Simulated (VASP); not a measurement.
# K (P6_3/mmc) in VASP: a series of runs

Runs on K. Level: r2SCAN. Tasks: single point, relaxation of cell and atoms.

Program: VASP 6.6.1. These are calculated values, not measurements. Logs are shortened: lines on timing, memory, paths and dates and some standing lists are left out, and cuts for length are marked.

## Step 1: The cell of the first run

The structure is hexagonal, space group P6_3/mmc (No. 194). Conventional cell: a = 4.699 Å, b = 4.699 Å, c = 7.510 Å, α = 90.00°, β = 90.00°, γ = 120.00°.

This isn't the form of K at room conditions, which is bcc.

## Step 2: Single point, r2SCAN

POSCAR

```
K
1.0
    4.6991485780      0.0000000000      0.0000000000
   -2.3495742890      4.0695820447      0.0000000000
    0.0000000000      0.0000000000      7.5100026129
K
2
Direct
    0.3333333333      0.6666666667      0.2500000000
    0.6666666667      0.3333333333      0.7500000000
```

INCAR.step1

```
ALGO = Normal
EDIFF = 1E-4
ENCUT = 520
GGA = PE
ISMEAR = 0
LASPH = True
LCHARG = False
LREAL = False
LWAVE = True
NBANDS = 16
NELM = 80
PREC = Accurate
SIGMA = 0.1
```

INCAR.step2

```
ALGO = Normal
EDIFF = 1E-6
ENCUT = 520
ISIF = 2
ISMEAR = 0
ISTART = 1
LASPH = True
LCHARG = False
LMIXTAU = True
LREAL = False
LWAVE = False
METAGGA = R2SCAN
NBANDS = 16
NELM = 80
PREC = Accurate
SIGMA = 0.1
```

KPOINTS

```
k-points
0
Gamma
  6 6 4
```

Potentials or basis: VASP PAW PBE potentials, release 64 (K_sv).

Run with:

```console
$ cat potpaw_PBE.64/K_sv/POTCAR > POTCAR
$ cp INCAR.step1 INCAR
$ mpirun -np 1 vasp_std > vasp.out
$ cp INCAR.step2 INCAR
$ mpirun -np 1 vasp_std > vasp.out
```

OUTCAR:

```text
EDIFF = 1E-6
   ENCUT = 520
   ISIF = 2
   ISMEAR = 0
   ISTART = 1
   LASPH = True
   LREAL = False
   METAGGA = R2SCAN
   NELM = 80
   PREC = Accurate

 ion  position               nearest neighbor table
   1  0.333  0.667  0.250-
   2  0.667  0.333  0.750-

  LATTYP: Found a hexagonal cell.
 ALAT       =     4.6991485780
 C/A-ratio  =     1.5981624093

  Lattice vectors:

 A1 = (   4.6991485780,   0.0000000000,   0.0000000000)
 A2 = (  -2.3495742890,   4.0695820447,   0.0000000000)
 A3 = (   0.0000000000,   0.0000000000,   7.5100026129)

Analysis of symmetry for initial positions (statically):
=====================================================================
 Subroutine PRICEL returns:
 Original cell was already a primitive cell.

 Routine SETGRP: Setting up the symmetry group for a
 hexagonal supercell.

 Subroutine GETGRP returns: Found 24 space group operations
 (whereof 12 operations were pure point group operations)
 out of a pool of 24 trial point group operations.

The static configuration has the point symmetry D_3d.
 The point group associated with its full space group is D_6h.

Analysis of symmetry for dynamics (positions and initial velocities):
=====================================================================
 Subroutine PRICEL returns:
 Original cell was already a primitive cell.

 Routine SETGRP: Setting up the symmetry group for a
 hexagonal supercell.

 Subroutine GETGRP returns: Found 24 space group operations
 (whereof 12 operations were pure point group operations)
 out of a pool of 24 trial point group operations.

The dynamic configuration has the point symmetry D_3d.
 The point group associated with its full space group is D_6h.

 Subroutine INISYM returns: Found 24 space group operations
 (whereof 12 operations are pure point group operations),
 and found     1 'primitive' translations

----------------------------------------------------------------------------------------

                                     Primitive cell

  volume of cell :     143.6181

  direct lattice vectors                    reciprocal lattice vectors
     4.699148578  0.000000000  0.000000000     0.212804508  0.122862740  0.000000000
    -2.349574289  4.069582045  0.000000000     0.000000000  0.245725480  0.000000000
     0.000000000  0.000000000  7.510002613     0.000000000  0.000000000  0.133155746

  length of vectors
     4.699148578  4.699148578  7.510002613     0.245725480  0.245725480  0.133155746

[... 75 lines left out ...]
   NELM   =     80;   NELMIN=  2; NELMDL=  0     # of ELM steps
   EDIFF  = 0.1E-05   stopping-criterion for ELM
   LREAL  =      F    real-space projection
   EDIFFG = 0.1E-04   stopping-criterion for IOM
   NSW    =      0    number of steps for IOM
   IBRION =     -1    ionic relax: 0-MD 1-quasi-New 2-CG
   NFREE  =      0    steps in history (QN), initial steepest desc. (CG)
   ISIF   =      2    stress and relaxation
   ISYM   =      2    0-nonsym 1-usesym 2-fastsym
   POTIM  = 0.5000    time-step for ionic-motion
   TEBEG  =    0.0;   TEEND  =   0.0 temperature during run
   PSTRESS=    0.0 pullay stress
   NELECT =      18.0000    total number of electrons
   NUPDOWN=      -1.0000    fix difference up-down
   EMIN   =  10.00;   EMAX   =-10.00  energy-range for DOS
   EFERMI =   0.00;   METHOD = LEGACY
   ISMEAR =     0;   SIGMA  =   0.10  broadening in eV -4-tet -1-fermi 0-gaus
   EFERMI_NEDOS =   21; number of points for ismear=-14 and -15
   IALGO  =     38    algorithm
   IMIX   =      4    mixing-type and parameters
     AMIX     =   0.40;   BMIX     =  1.00
     AMIX_MAG =   1.60;   BMIX_MAG =  1.00
  volume/ion in A,a.u.               =      71.81       484.59
  Fermi-wavevector in a.u.,A,eV,Ry     =   0.819274  1.548204  9.132371  0.671210
  Thomas-Fermi vector in A             =   1.930050
   LORBIT       =      0    0 simple, 1 ext, 2 COOP (PROOUT), +10 PAW based schemes
   METAGGA = R2SCAN    functional components
   LHFCALC =     F    Hartree Fock is set to
   AEXX    =    0.0000 exact exchange contribution
   IVDW    =     0    specifies the selected vdW correction
   LEPSILON=     F    determine dielectric tensor
   LRPA    =     F    only Hartree local field effects (RPA)
 non-spin polarized calculation
 Gauss-broadening in eV      SIGMA  =   0.10
  energy-cutoff  :      520.00
  volume of cell :      143.62
 maximum number of plane-waves:      3886
 NGX is ok and might be reduce to    36
   NGX = 17   NGY = 17   NGZ = 27

 number of electron      17.9999999 magnetization

 Free energy of the ion-electron system (eV)
  ---------------------------------------------------
  ext. energy  EPLUGINS =         0.00000000
  ---------------------------------------------------
  free energy    TOTEN  =       -12.02204583 eV

  energy without entropy =      -12.01977597  energy(sigma->0) =      -12.02091090

 E-fermi :  -0.0608     XC(G=0):  -5.9727

 val. band max:       -0.1820896710   @ k =   0.3333   0.1667   0.2500
 cond. band min:       0.1394263252   @ k =   0.1667   0.1667   0.2500
 fundamental gap:      0.3215159962
 Fermi energy:        -0.0607836692

 k-point     1 :       0.0000    0.0000    0.0000
  band No.  band energies     occupation
      1     -33.6474      2.00000
      2     -33.6425      2.00000
      3     -16.3973      2.00000
      4     -16.3285      2.00000
      5     -16.3285      2.00000
      6     -16.3184      2.00000
[... 376 lines left out ...]
      3     -16.3783      2.00000
      4     -16.3783      2.00000
      5     -16.3596      2.00000
      6     -16.3596      2.00000
[... 8 lines left out ...]
     15       4.9312      0.00000
     16       4.9312      0.00000

------------------------ aborting loop because EDIFF is reached ----------------------------------------

  FORCE on cell =-STRESS in cart. coord.  units (eV):
  Direction    XX          YY          ZZ          XY          YZ          ZX
  --------------------------------------------------------------------------------------
  -------------------------------------------------------------------------------------
  Total        0.2371658      0.2371658      0.1759560      0.0000000      0.0000000      0.0000000
  in kB        2.6457792      2.6457792      1.9629335      0.0000000      0.0000000      0.0000000
  external PRESSURE =       2.4181640 kB  Pullay stress =       0.0000000 kB

 VOLUME and BASIS-vectors are now :
 -----------------------------------------------------------------------------
  energy-cutoff  :      520.00
  volume of cell :      143.62
      direct lattice vectors                 reciprocal lattice vectors
     4.699148578  0.000000000  0.000000000     0.212804508  0.122862740  0.000000000
    -2.349574289  4.069582045  0.000000000     0.000000000  0.245725480  0.000000000
     0.000000000  0.000000000  7.510002613     0.000000000  0.000000000  0.133155746

 POSITION                                       TOTAL-FORCE (eV/Angst)
 -----------------------------------------------------------------------------------
     -0.00000      2.71305      1.87750        -0.000000     -0.000000      0.000000
      2.34957      1.35653      5.63250         0.000000      0.000000      0.000000
 -----------------------------------------------------------------------------------
    total drift:                                0.000000     -0.000000      0.000000

  FREE ENERGIE OF THE ION-ELECTRON SYSTEM (eV)
  ---------------------------------------------------
  free  energy   TOTEN  =       -12.0220458338 eV

  energy  without entropy=      -12.0197759688  energy(sigma->0) =      -12.02091090
```

OUTCAR.step1:

```text
EDIFF = 1E-4
   ENCUT = 520
   GGA = PE
   ISMEAR = 0
   LASPH = True
[... 617 lines left out ...]
 -----------------------------------------------------------------------------------
     -0.00000      2.71305      1.87750         0.000000     -0.000000      0.000000
      2.34957      1.35653      5.63250        -0.000000      0.000000      0.000000
 -----------------------------------------------------------------------------------
    total drift:                                0.000000     -0.000000      0.000000

  FREE ENERGIE OF THE ION-ELECTRON SYSTEM (eV)
  ---------------------------------------------------
  free  energy   TOTEN  =        -2.1008809605 eV

  energy  without entropy=       -2.0981722742  energy(sigma->0) =       -2.09952662
```

It took 4.3 min on 1 thread of Oxide Virtual Turin-like, shared host; peak memory 0.25 GiB.

Results:

```yaml
Free_energy: -12.0220 eV
Pressure: 0.2 GPa
Band_gap_on_the_k_mesh: zero (bands 9 and 10 overlap by 2.76 eV)
```

Caveat: the PAW data sets were made with another functional, which shifts forces and pressure a little.

## Step 3: Relaxation of cell and atoms, r2SCAN

This run uses another cell than the first one, of 35.06 Å³/atom.

POSCAR

```
K
1.0
    3.6722889470      0.0000000000      0.0000000000
   -1.8361444735      3.1802955182      0.0000000000
    0.0000000000      0.0000000000      6.0042301204
K
2
Direct
    0.3333333333      0.6666666667      0.2500000000
    0.6666666667      0.3333333333      0.7500000000
```

INCAR.step1

```
SYSTEM = K
ALGO     = Normal         ! electronic algorithm
EDIFF    = 1E-4           ! SCF threshold, eV
ENCUT    = 600            ! plane-wave cutoff, eV
GGA      = PE             ! functional
ISMEAR   = 0              ! smearing method
LASPH    = .TRUE.         ! aspherical terms in the spheres
LCHARG   = .FALSE.        ! write CHGCAR
LREAL    = .FALSE.        ! projectors in reciprocal space
LWAVE    = .TRUE.         ! write WAVECAR
NELM     = 80             ! most SCF steps
PREC     = Accurate       ! precision mode
SIGMA    = 0.1            ! smearing width, eV
```

INCAR.step2

```
SYSTEM = K
ALGO     = Normal         ! electronic algorithm
EDIFF    = 1E-6           ! SCF threshold, eV
EDIFFG   = -0.05          ! ionic threshold
ENCUT    = 600            ! plane-wave cutoff, eV
IBRION   = 2              ! ionic algorithm
ISIF     = 3              ! what is computed and relaxed
ISMEAR   = 0              ! smearing method
ISTART   = 1            
LASPH    = .TRUE.         ! aspherical terms in the spheres
LCHARG   = .FALSE.        ! write CHGCAR
LMIXTAU  = .TRUE.       
LREAL    = .FALSE.        ! projectors in reciprocal space
LWAVE    = .FALSE.        ! write WAVECAR
METAGGA  = R2SCAN         ! meta-GGA
NELM     = 80             ! most SCF steps
NSW      = 80             ! ionic steps
PREC     = Accurate       ! precision mode
SIGMA    = 0.1            ! smearing width, eV
```

KPOINTS

```
k-points
0
G
  6 6 4
  0 0 0
```

Potentials or basis: VASP PAW PBE potentials, release 64 (K_sv).

Run with:

```console
$ cat potpaw_PBE.64/K_sv/POTCAR > POTCAR
$ cp INCAR.step1 INCAR
$ mpirun -np 1 vasp_std > vasp.out
$ cp INCAR.step2 INCAR
$ mpirun -np 1 vasp_std > vasp.out
```

It took 19 min on 1 thread of Oxide Virtual Turin-like, shared host; peak memory 0.19 GiB.

It converged, with:

| Item | Value |
| --- | --- |
| Free energy | -12.0195 eV |
| Relaxed volume | 75.56 Å³/atom |
| Relaxed cell | a = 4.769 Å, b = 4.769 Å, c = 7.673 Å, α = 90.00°, β = 90.00°, γ = 120.00° |
| Space group after relaxing (to 0.1 Å) | P6_3/mmc (No. 194) |
| Energy gained by relaxing | 787.8 meV/atom |
| Ionic steps | 6 |
| Pressure after relaxing | 0.0 GPa |
| Band gap on the k mesh | zero (bands 9 and 10 overlap by 2.73 eV) |

Stress tensor (GPa, compression positive):
```
 0.03  0.00  0.00
 0.00  0.03  0.00
 0.00  0.00 -0.08
```

The path:
```csv
step,energy change (eV),largest force (eV/Å),pressure (GPa),volume (Å³)
1,0.0000,0.0000,11.18,70.12
2,-1.1500,0.0000,3.52,97.99
3,-1.4975,0.0000,1.06,124.45
4,-1.4824,0.0000,-0.64,190.84
5,-1.5734,0.0000,-0.13,156.68
6,-1.5757,0.0000,-0.01,151.11
```

Final structure:
```xyz
2
Lattice="4.7687 0.0000 0.0000 -2.3843 4.1298 0.0000 0.0000 0.0000 7.6731" Properties=species:S:1:pos:R:3 pbc="T T T"
K     0.0000    2.7532    1.9183
K     2.3843    1.3766    5.7548
```

Levels at points of the mesh, in eV from the Fermi level:
| k point | band 7 | band 8 | band 9 | band 10 | band 11 | band 12 |
| --- | --- | --- | --- | --- | --- | --- |
| (0.00, 0.00, 0.00) | -16.29 | -16.29 | -2.23 | 0.53 | 0.57 | 4.49 |
| (0.50, 0.00, 0.00) | -16.31 | -16.30 | 0.20 | 0.22 | 1.81 | 2.19 |
| (0.00, 0.00, 0.50) | -16.30 | -16.30 | -1.47 | -1.47 | 3.10 | 3.10 |
| (0.50, 0.00, 0.50) | -16.31 | -16.31 | 0.73 | 0.73 | 0.90 | 0.90 |

Caveat: the volume moved by over 15 % at a fixed basis, so the end points are rough; the PAW data sets were made with another functional, which shifts forces and pressure a little.

## Step 4: Single point, r2SCAN

This run uses another cell than the first one, of 76.50 Å³/atom.

POSCAR

```
K
1.0
    4.7738046121      0.0000000000      0.0000000000
   -2.3869023061      4.1342360668      0.0000000000
    0.0000000000      0.0000000000      7.7526738388
K
2
Direct
    0.3333333333      0.6666666667      0.2500000000
    0.6666666667      0.3333333333      0.7500000000
```

INCAR.step1

```
SYSTEM = K
ALGO = Normal ; EDIFF = 1E-4
ENCUT = 520 ; GGA = PE
ISMEAR = 0 ; LASPH = .True.
LCHARG = .False. ; LREAL = .False.
LWAVE = .True. ; NBANDS = 16
NELM = 100 ; PREC = Accurate
SIGMA = 0.1
```

INCAR.step2

```
SYSTEM = K
ALGO = Normal ; EDIFF = 1E-7
ENCUT = 520 ; ISIF = 2
ISMEAR = 0 ; ISTART = 1
LASPH = .True. ; LCHARG = .False.
LMIXTAU = .True. ; LREAL = .False.
LWAVE = .False. ; METAGGA = R2SCAN
NBANDS = 16 ; NELM = 100
PREC = Accurate ; SIGMA = 0.1
```

KPOINTS

```
k-points
0
Gamma
  12 12 6
  0 0 0
```

Run with:

```console
$ cat potpaw_PBE.64/K_sv/POTCAR > POTCAR
$ cp INCAR.step1 INCAR
$ mpirun -np 1 vasp_std > vasp.out
$ cp INCAR.step2 INCAR
$ mpirun -np 1 vasp_std > vasp.out
```

It took 22 min on 1 thread of Oxide Virtual Turin-like, shared host; peak memory 0.36 GiB.

Results (log left out):

```yaml
Free_energy: -12.0272 eV
Pressure: 0.0 GPa
Band_gap_on_the_k_mesh: zero (bands 9 and 10 overlap by 2.73 eV)
```

Levels at points of the mesh, in eV from the Fermi level:
| k point | band 7 | band 8 | band 9 | band 10 | band 11 | band 12 |
| --- | --- | --- | --- | --- | --- | --- |
| (0.00, 0.00, 0.00) | -16.33 | -16.33 | -2.23 | 0.49 | 0.51 | 4.48 |
| (0.50, 0.00, 0.00) | -16.34 | -16.33 | 0.20 | 0.22 | 1.78 | 2.18 |
| (0.00, 0.00, 0.50) | -16.33 | -16.33 | -1.48 | -1.48 | 3.02 | 3.02 |
| (0.50, 0.00, 0.50) | -16.34 | -16.34 | 0.72 | 0.72 | 0.88 | 0.88 |

Caveat: the PAW data sets were made with another functional, which shifts forces and pressure a little.

## Step 5: Overview

| task | cell | k mesh | cutoff (eV) | gap on the mesh (eV) | pressure (GPa) |
| --- | --- | --- | --- | --- | --- |
| single point | a = 4.699, b = 4.699, c = 7.510 Å, angles 90.0, 90.0, 120.0°, 2 atoms | 6 × 6 × 4 | 520 | none | 0.2 |
| relaxation of cell and atoms | relaxed from a = 3.672, b = 3.672, c = 6.004 Å, angles 90.0, 90.0, 120.0°, 2 atoms | 6 × 6 × 4 | 600 | none | 0.0 |
| single point | a = 4.774, b = 4.774, c = 7.753 Å, angles 90.0, 90.0, 120.0°, 2 atoms | 12 × 12 × 6 | 520 | none | 0.0 |

Alike in all rows: level r2SCAN; potentials or basis VASP PAW PBE potentials, release 64 (K_sv); no spin polarisation; smearing gaussian 0.1 eV.

Caveats: the PAW data sets were made with another functional, which shifts forces and pressure a little; the volume moved by over 15 % at a fixed basis, so the end points are rough (at least some runs).

Total energies depend on the potentials used, so only differences within one code and one set of settings carry meaning.

The gap in the log of VASP goes by the Fermi energy; the results here count the filled bands.